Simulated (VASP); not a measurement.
A run of VASP 6.6.1 is set up as follows.

File INCAR:

```
ALGO     = Normal         # electronic algorithm
DIPOL    = 0.5 0.5 0.296
EDIFF    = 1E-6           # SCF threshold, eV
ENCUT    = 520            # plane-wave cutoff, eV
GGA      = PE             # functional
IDIPOL   = 3            
ISIF     = 2              # what is computed and relaxed
ISMEAR   = 0              # smearing method
LASPH    = True           # aspherical terms in the spheres
LCHARG   = True           # write CHGCAR
LDIPOL   = True         
LELF     = True           # ELF
LREAL    = False          # projectors in reciprocal space
LVACPOTAV= True         
LVHAR    = True         
LWAVE    = False          # write WAVECAR
NBANDS   = 24             # bands
NELM     = 100            # most SCF steps
PREC     = Accurate       # precision mode
SIGMA    = 0.1            # smearing width, eV
```

Contents of KPOINTS:

```
k-points
0
Gamma
  4 4 1
```

The input POSCAR:

```
NaHgI2
1.0
    4.5705068423      0.0000000000      0.0000000000
    0.0000000000      4.5705068423      0.0000000000
    0.0000000000      0.0000000000     32.1111829200
Na Hg I
1 1 2
Direct
    1.0000000000      1.0000000000      0.2958470893
    0.5000000000      0.5000000000      0.2958470893
    0.0000000000      0.0000000000      0.2134599804
    0.0000000000      0.0000000000      0.3782341981
```

Potentials or basis: VASP PAW PBE potentials, release 64 (Na_pv, Hg, I).

Run with:

```bash
$ cat potpaw_PBE.64/Na_pv/POTCAR potpaw_PBE.64/Hg/POTCAR potpaw_PBE.64/I/POTCAR > POTCAR
$ mpirun -np 1 vasp_std > vasp.out
```

(1) What does it give for the largest force?

(2) What does it give for the work function of the lower face?

(3) Estimate the work function of the upper face.

Answers

(1) 1.101 eV/Å.

(2) 6.87 eV.

(3) 6.87 eV.

Caveat: an odd number of electrons without spin polarisation forces a metal; a magnetic or distorted state may lie lower.
